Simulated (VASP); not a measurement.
Crystal: NaF (Villiaumite).

```
CELL_PARAMETERS angstrom
0.00000 2.40889 2.40889
2.40889 0.00000 2.40889
2.40889 2.40889 0.00000
ATOMIC_POSITIONS crystal
Na 0.00000 0.00000 0.00000
F 0.50000 0.50000 0.50000
```

This cell differs from its parent crystal: strain +4.9%.

Base run:

```yaml
Program: VASP 6.6.1
Functional: PBE
Potentials_or_basis: VASP PAW PBE potentials, release 64 (Na_pv, F)
Cutoff: 520 eV
k_mesh: 6 × 6 × 6
Occupations: gaussian, width 0.01 eV
Spin: no spin polarisation
```

Its results: band gap on the k mesh 5.71 eV, direct; pressure -3.0 GPa.

**Question.** The run is repeated on the same cell with these changes: functional from PBE to HSE06. What comes out?

**Answer.** Band gap on the k mesh 7.80 eV, direct; pressure -4.3 GPa.

HSE06 gives the wider gap, since exact exchange removes part of the self-interaction.

Caveats: the PAW data sets were made with another functional, which shifts forces and pressure a little (some runs).

